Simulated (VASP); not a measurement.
A run of VASP 6.6.1:

File INCAR:

```
SYSTEM = Ge
ALGO = Normal
DIPOL = 0.5 0.5 0.500
EDIFF = 1E-6
ENCUT = 520
GGA = CA
IDIPOL = 3
ISIF = 2
ISMEAR = 0
LASPH = .TRUE.
LCHARG = .TRUE.
LDIPOL = .TRUE.
LELF = .TRUE.
LREAL = .FALSE.
LVACPOTAV = .TRUE.
LVHAR = .TRUE.
LWAVE = .FALSE.
NBANDS = 81
NELM = 100
PREC = Accurate
SIGMA = 0.03
```

The input KPOINTS:

```
k-points
0
G
  8 8 1
  0 0 0
```

POSCAR

```
Ge
1.0
    3.9752694413      0.0000000000      0.0000000000
    0.0000000000      3.9752694413      0.0000000000
    0.0000000000      0.0000000000     26.6492299595
Ge
10
Direct
    0.0000000000      0.0000000000      0.2608822395
    0.0000000000      0.5000000000      0.3150013884
    0.5000000000      0.5000000000      0.3676176699
    0.5000000000      1.0000000000      0.4206524405
    0.0000000000      0.0000000000      0.4733622748
    0.0000000000      0.5000000000      0.5266377020
    0.5000000000      0.5000000000      0.5793475496
    0.5000000000      0.0000000000      0.6323823272
    0.0000000000      0.0000000000      0.6849986198
    1.0000000000      0.5000000000      0.7391177883
```

Potentials or basis: VASP PAW LDA potentials, release 64 (Ge_d).

Command:

```bash
$ cat potpaw_LDA.64/Ge_d/POTCAR > POTCAR
$ mpirun -np 1 vasp_std > vasp.out
```

Hardware: 1 thread of AMD EPYC 9R45 96-Core Processor (Zen 5), on a shared host.

Q: Estimate the wall time of this run.

A: Run time: 13 min on 1 thread of AMD EPYC 9R45 96-Core Processor (Zen 5) (shared host), peak memory 0.66 GiB. Counts: scf iterations 26, k points 25.
